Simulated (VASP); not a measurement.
# Na (Fd-3m) in VASP: a series of runs

Na is run at these levels: PBEsol; tasks: relaxation of cell and atoms.

Program: VASP 6.6.1. These are calculated values, not measurements. Logs are shortened: lines on timing, memory, paths and dates and some standing lists are left out, and cuts for length are marked.

## (1) The cell of the first run

Symmetry: Fd-3m, No. 227, cubic system. Conventional cell: a = 7.420 Å, b = 7.420 Å, c = 7.420 Å, α = 90.00°, β = 90.00°, γ = 90.00°. Na (site symmetry -43m) has 4 Na at 3.21 Å within 4.2 Å.

## (2) Relaxation of cell and atoms, PBEsol

Contents of INCAR:

```
PREC = Accurate ; ENCUT = 600
EDIFF = 1E-7 ; ISMEAR = -1
SIGMA = 0.05 ; LREAL = False
LASPH = True ; NELM = 80
ALGO = Normal ; ISIF = 3
LWAVE = False ; LCHARG = False
GGA = PS ; IBRION = 2
NSW = 80 ; EDIFFG = -0.02
```

Contents of KPOINTS:

```
Automatic mesh
0
Gamma
  11 11 11
```

Contents of POSCAR:

```
Na
1.0
    0.0000000000      3.7100000000      3.7100000000
    3.7100000000      0.0000000000      3.7100000000
    3.7100000000      3.7100000000      0.0000000000
Na
2
Direct
    0.0000000000      0.0000000000      0.0000000000
    0.2500000000      0.2500000000      0.2500000000
```

Potentials or basis: VASP PAW PBE potentials, release 64 (Na_pv).

Run with:

```console
> cat potpaw_PBE.64/Na_pv/POTCAR > POTCAR
> mpirun -np 1 vasp_std > vasp.out
```

OUTCAR:

```text
PREC = Accurate
   ENCUT = 600
   EDIFF = 1E-7
   ISMEAR = -1
   LREAL = False
   LASPH = True
   NELM = 80
   ISIF = 3
   GGA = PS
   IBRION = 2
   NSW = 80
   EDIFFG = -0.02

 ion  position               nearest neighbor table
   1  0.000  0.000  0.000-
   2  0.250  0.250  0.250-

  LATTYP: Found a face centered cubic cell.
 ALAT       =     7.4200000000

  Lattice vectors:

 A1 = (   0.0000000000,   3.7100000000,   3.7100000000)
 A2 = (   3.7100000000,   0.0000000000,   3.7100000000)
 A3 = (   3.7100000000,   3.7100000000,   0.0000000000)

Analysis of symmetry for initial positions (statically):
=====================================================================
 Subroutine PRICEL returns:
 Original cell was already a primitive cell.

 Routine SETGRP: Setting up the symmetry group for a
 face centered cubic supercell.

 Subroutine GETGRP returns: Found 48 space group operations
 (whereof 24 operations were pure point group operations)
 out of a pool of 48 trial point group operations.

The static configuration has the point symmetry T_d .
 The point group associated with its full space group is O_h .

Analysis of symmetry for dynamics (positions and initial velocities):
=====================================================================
 Subroutine PRICEL returns:
 Original cell was already a primitive cell.

 Routine SETGRP: Setting up the symmetry group for a
 face centered cubic supercell.

 Subroutine GETGRP returns: Found 48 space group operations
 (whereof 24 operations were pure point group operations)
 out of a pool of 48 trial point group operations.

The dynamic configuration has the point symmetry T_d .
 The point group associated with its full space group is O_h .

 Subroutine INISYM returns: Found 48 space group operations
 (whereof 24 operations are pure point group operations),
 and found     1 'primitive' translations

----------------------------------------------------------------------------------------

                                     Primitive cell

  volume of cell :     102.1296

  direct lattice vectors                    reciprocal lattice vectors
     0.000000000  3.710000000  3.710000000    -0.134770889  0.134770889  0.134770889
     3.710000000  0.000000000  3.710000000     0.134770889 -0.134770889  0.134770889
     3.710000000  3.710000000  0.000000000     0.134770889  0.134770889 -0.134770889

  length of vectors
     5.246732316  5.246732316  5.246732316     0.233430028  0.233430028  0.233430028

  position of ions in fractional coordinates (direct lattice)
     0.000000000  0.000000000  0.000000000
     0.250000000  0.250000000  0.250000000

  ion indices of the primitive-cell ions
   primitive index   ion index
                 1           1
                 2           2

----------------------------------------------------------------------------------------

 KPOINTS: Automatic mesh

Automatic generation of k-mesh.
 Grid dimensions read from file:
 generate k-points for:   11   11   11

 Generating k-lattice:

  Cartesian coordinates                     Fractional coordinates (reciprocal lattice)
    -0.012251899  0.012251899  0.012251899     0.090909091  0.000000000  0.000000000
     0.012251899 -0.012251899  0.012251899     0.000000000  0.090909091  0.000000000
     0.012251899  0.012251899 -0.012251899     0.000000000  0.000000000  0.090909091

  Length of vectors
     0.021220912  0.021220912  0.021220912

  Shift w.r.t. Gamma in fractional coordinates (k-lattice)
     0.000000000  0.000000000  0.000000000

 Subroutine IBZKPT returns following result:
 ===========================================

 Found     56 irreducible k-points:

 Following reciprocal coordinates:
            Coordinates               Weight
  0.000000  0.000000  0.000000      1.000000
  0.090909  0.000000  0.000000      8.000000
  0.181818  0.000000  0.000000      8.000000
  0.272727  0.000000  0.000000      8.000000
  0.363636  0.000000  0.000000      8.000000
  0.454545  0.000000  0.000000      8.000000
[... 16 lines left out ...]
 -0.272727  0.181818  0.000000     24.000000
 -0.181818  0.181818  0.000000     12.000000
 [... further k-points ...]
   k-points           NKPTS =     56   k-points in BZ     NKDIM =     56   number of bands    NBANDS=     11
   number of dos      NEDOS =    301   number of ions     NIONS =      2
   total plane-waves  NPLWV =  74088
   dimension x,y,z NGX =    42 NGY =   42 NGZ =   42
   dimension x,y,z NGXF=    84 NGYF=   84 NGZF=   84
   ions per type =               2
   NGX,Y,Z   is equivalent  to a cutoff of  13.31, 13.31, 13.31 a.u.
   NGXF,Y,Z  is equivalent  to a cutoff of  26.62, 26.62, 26.62 a.u.
 SYSTEM =  unknown system
   PREC   = accura    normal or accurate (medium, high low for compatibility)
   ISTART =      0    job   : 0-new  1-cont  2-samecut
   ICHARG =      2    charge: 1-file 2-atom 10-const
   ISPIN  =      1    spin polarized calculation?
   LNONCOLLINEAR =      F non collinear calculations
   LSORBIT =      F    spin-orbit coupling
   LASPH  =      T    aspherical Exc in radial PAW
   ENCUT  =  600.0 eV  44.10 Ry    6.64 a.u.  10.48 10.48 10.48*2*pi/ulx,y,z
   NELM   =     80;   NELMIN=  2; NELMDL= -5     # of ELM steps
   EDIFF  = 0.1E-06   stopping-criterion for ELM
   LREAL  =      F    real-space projection
   EDIFFG = -.2E-01   stopping-criterion for IOM
   NSW    =     80    number of steps for IOM
   IBRION =      2    ionic relax: 0-MD 1-quasi-New 2-CG
   NFREE  =      1    steps in history (QN), initial steepest desc. (CG)
   ISIF   =      3    stress and relaxation
   ISYM   =      2    0-nonsym 1-usesym 2-fastsym
   POTIM  = 0.5000    time-step for ionic-motion
   TEBEG  =    0.0;   TEEND  =   0.0 temperature during run
   PSTRESS=    0.0 pullay stress
   NELECT =      14.0000    total number of electrons
   NUPDOWN=      -1.0000    fix difference up-down
   EMIN   =  10.00;   EMAX   =-10.00  energy-range for DOS
   EFERMI =   0.00;   METHOD = LEGACY
   ISMEAR =    -1;   SIGMA  =   0.05  broadening in eV -4-tet -1-fermi 0-gaus
   EFERMI_NEDOS =   21; number of points for ismear=-14 and -15
   IALGO  =     38    algorithm
   IMIX   =      4    mixing-type and parameters
     AMIX     =   0.40;   BMIX     =  1.00
     AMIX_MAG =   1.60;   BMIX_MAG =  1.00
  volume/ion in A,a.u.               =      51.06       344.60
  Fermi-wavevector in a.u.,A,eV,Ry     =   0.844112  1.595141  9.694501  0.712526
  Thomas-Fermi vector in A             =   1.959088
   LORBIT       =      0    0 simple, 1 ext, 2 COOP (PROOUT), +10 PAW based schemes
   GGA     = PS    functional components
   LHFCALC =     F    Hartree Fock is set to
   AEXX    =    0.0000 exact exchange contribution
   IVDW    =     0    specifies the selected vdW correction
   LEPSILON=     F    determine dielectric tensor
   LRPA    =     F    only Hartree local field effects (RPA)
 conjugate gradient relaxation of ions
 non-spin polarized calculation
  energy-cutoff  :      600.00
  volume of cell :      102.13
 maximum number of plane-waves:      3479
 NGX is ok and might be reduce to    42
   NGX = 21   NGY = 21   NGZ = 21

--------------------------------------- Ionic step        1  -------------------------------------------

 number of electron      14.0000007 magnetization

 Free energy of the ion-electron system (eV)
  ---------------------------------------------------
  ext. energy  EPLUGINS =         0.00000000
  ---------------------------------------------------
  free energy    TOTEN  =        -2.09537183 eV

  energy without entropy =       -2.08575157  energy(sigma->0) =       -2.09056170

------------------------ aborting loop because EDIFF is reached ----------------------------------------

  FORCE on cell =-STRESS in cart. coord.  units (eV):
  Direction    XX          YY          ZZ          XY          YZ          ZX
  --------------------------------------------------------------------------------------
  -------------------------------------------------------------------------------------
  Total        0.0544202      0.0544202      0.0544202      0.0000000     -0.0000000     -0.0000000
  in kB        0.8537271      0.8537271      0.8537271      0.0000000     -0.0000000     -0.0000000
  external PRESSURE =       0.8537271 kB  Pullay stress =       0.0000000 kB
[... 57 lines left out ...]
  energy  without entropy=       -2.0859622794  energy(sigma->0) =       -2.09076291

--------------------------------------- Ionic step        3  -------------------------------------------

 number of electron      14.0000003 magnetization

 Free energy of the ion-electron system (eV)
  ---------------------------------------------------
  ext. energy  EPLUGINS =         0.00000000
  ---------------------------------------------------
  free energy    TOTEN  =        -2.09578004 eV

  energy without entropy =       -2.08620418  energy(sigma->0) =       -2.09099211

 E-fermi :  -0.5145     XC(G=0):  -5.6392

 val. band max:       -0.5832477946   @ k =  -0.3636   0.3636   0.0909
 cond. band min:      -0.4810119134   @ k =  -0.4545   0.1818   0.0909
 fundamental gap:      0.1022358811
 Fermi energy:        -0.5144675462

 k-point     1 :       0.0000    0.0000    0.0000
  band No.  band energies     occupation
      1     -25.8368      2.00000
      2     -25.8368      2.00000
      3     -25.8368      2.00000
      4     -25.7966      2.00000
      5     -25.7966      2.00000
      6     -25.7966      2.00000
      7      -3.1594      2.00000
      8       4.2288      0.00000
      9       4.2288      0.00000
     10       4.2288      0.00000
     11       4.5363      0.00000
[... 309 lines left out ...]
 k-point    24 :      -0.1818    0.1818    0.0000
  band No.  band energies     occupation
      1     -25.8419      2.00000
      2     -25.8392      2.00000
      3     -25.8336      2.00000
      4     -25.8002      2.00000
      5     -25.7942      2.00000
      6     -25.7918      2.00000
      7      -2.4356      2.00000
      8       1.6594      0.00000
      9       1.7186      0.00000
     10       3.8045      0.00000
     11       4.6527      0.00000

 [... further k-points ...]
[... 5 lines left out ...]
  --------------------------------------------------------------------------------------
  -------------------------------------------------------------------------------------
  Total        0.0371761      0.0371761      0.0371761     -0.0000000     -0.0000000      0.0000000
  in kB        0.5777123      0.5777123      0.5777123     -0.0000000     -0.0000000      0.0000000
  external PRESSURE =       0.5777123 kB  Pullay stress =       0.0000000 kB
[... 17 lines left out ...]
  FREE ENERGIE OF THE ION-ELECTRON SYSTEM (eV)
  ---------------------------------------------------
  free  energy   TOTEN  =        -2.0957800383 eV

  energy  without entropy=       -2.0862041761  energy(sigma->0) =       -2.09099211

 reached required accuracy - stopping structural energy minimisation
```

It took 1.8 min on 1 thread of Intel Xeon Platinum 8488C (Sapphire Rapids), shared host; peak memory 0.28 GiB.

What came out:

- Free energy: -2.0958 eV
- Relaxed volume: 51.55 Å³/atom
- Relaxed cell: a = 5.263 Å, b = 5.263 Å, c = 5.263 Å, α = 60.00°, β = 60.00°, γ = 60.00°
- Space group after relaxing (to 0.05 Å): Fd-3m (No. 227)
- Energy gained by relaxing: 0.2 meV/atom
- Ionic steps: 3
- Pressure after relaxing: 0.1 GPa
- Band gap on the k mesh: zero (band 7 reaches -0.28 eV, above the bottom of band 8 at -0.78 eV)

Step by step:
| step | energy change (eV) | largest force (eV/Å) | pressure (GPa) | volume (Å³) |
| --- | --- | --- | --- | --- |
| 1 | 0.0000 | 0.0000 | 0.09 | 102.13 |
| 2 | -0.0002 | 0.0000 | 0.06 | 102.53 |
| 3 | -0.0004 | 0.0000 | 0.06 | 103.10 |

Final structure:
```
Na
1.0
     0.00000    3.72173    3.72173
     3.72173    0.00000    3.72173
     3.72173    3.72173    0.00000
Na
2
Cartesian
  0.0000 0.0000 0.0000
  1.8609 1.8609 1.8609
```

Caveat: the PAW data sets were made with another functional, which shifts forces and pressure a little.

## (3) Relaxation of cell and atoms, PBEsol, target pressure 10 GPa, at which the enthalpy is minimised

Contents of INCAR:

```
PREC = Accurate
ENCUT = 600
EDIFF = 1E-6
ISMEAR = -1
SIGMA = 0.05
LREAL = False
LASPH = True
NELM = 60
ALGO = Normal
ISIF = 3
LWAVE = False
LCHARG = False
GGA = PS
IBRION = 2
NSW = 80
EDIFFG = -0.02
PSTRESS = 100.0
```

Contents of KPOINTS:

```
regular mesh
0
Gamma
  11 11 11
```

POSCAR is that of step 2.

Potentials or basis: VASP PAW PBE potentials, release 64 (Na_pv).

Run with:

```console
> cat potpaw_PBE.64/Na_pv/POTCAR > POTCAR
> mpirun -np 1 vasp_std > vasp.out
```

Wall time 2.1 min (1 thread of Intel Xeon Platinum 8488C (Sapphire Rapids), shared host); peak memory 0.29 GiB.

The run converged. Its results:

```
Free energy                                            : -1.1240 eV
Relaxed volume                                         : 23.60 Å³/atom
Relaxed cell                                           : a = 4.056 Å, b = 4.056 Å, c = 4.056 Å, α = 60.00°, β = 60.00°, γ = 60.00°
Space group after relaxing (to 0.05 Å)                 : Fd-3m (No. 227)
Energy change on relaxing (the enthalpy is what falls) : +485.7 meV/atom
Ionic steps                                            : 4
Pressure after relaxing                                : 10.0 GPa
Band gap on the k mesh                                 : zero (band 7 reaches 2.62 eV, above the bottom of band 8 at 1.59 eV)
```

Step by step:
| step | energy change (eV) | largest force (eV/Å) | pressure (GPa) | volume (Å³) |
| --- | --- | --- | --- | --- |
| 1 | 0.0000 | 0.0000 | 0.08 | 102.13 |
| 2 | 0.3569 | 0.0000 | 3.84 | 62.16 |
| 3 | 0.7778 | 0.0000 | 8.14 | 50.62 |
| 4 | 0.9714 | 0.0000 | 10.05 | 47.19 |

Final structure:
```
CELL_PARAMETERS angstrom
0.00000 2.86823 2.86823
2.86823 0.00000 2.86823
2.86823 2.86823 0.00000
ATOMIC_POSITIONS crystal
Na 0.00000 0.00000 0.00000
Na 0.25000 0.25000 0.25000
```

Levels at points of the mesh, in eV from the Fermi level:
```csv
k point,band 3,band 4,band 5,band 6,band 7,band 8,band 9,band 10,band 11
"(0.00, 0.00, 0.00)",-26.02,-25.71,-25.71,-25.71,-4.43,7.75,7.75,7.75,7.88
```

Caveat: the cell is relaxed towards a set pressure, so the enthalpy falls and the energy may rise; the volume moved by over 15 % at a fixed basis, so the end points are rough; the PAW data sets were made with another functional, which shifts forces and pressure a little.
